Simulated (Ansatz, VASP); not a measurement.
# One calculation of Si, two programs

```
CELL_PARAMETERS angstrom
0.00000 2.71356 2.71356
2.71356 0.00000 2.71356
2.71356 2.71356 0.00000
ATOMIC_POSITIONS crystal
Si 0.75000 0.75000 0.75000
Si 0.50000 0.50000 0.50000
```

Alike in both runs: task relaxation of cell and atoms; functional PBE; k mesh 12 × 12 × 12; no spin polarisation.

```csv
,VASP,Ansatz
version,VASP 6.6.1,Ansatz 0.2.0
potentials or method,"VASP PAW PBE potentials, release 64 (Si)","scalar-relativistic, plane waves, PAW"
plane-wave cutoff (eV),500,420
occupations,"gaussian, width 0.01 eV",fixed
valence electrons in the cell,8,8
```

VASP gave:

| Property | Result |
| --- | --- |
| gap on the k mesh at the Fermi level, each at its own relaxed structure (eV) | 0.61 |
| relaxed volume (Å³/atom) | 20.44 |
| relaxed cell length with the largest relative difference (Å) | 3.867 |

**Question.** What did Ansatz give for the same quantities?

**Answer.** gap on the k mesh at the Fermi level, each at its own relaxed structure (eV): 0.61; relaxed volume (Å³/atom): 20.45; relaxed cell length with the largest relative difference (Å): 3.868.
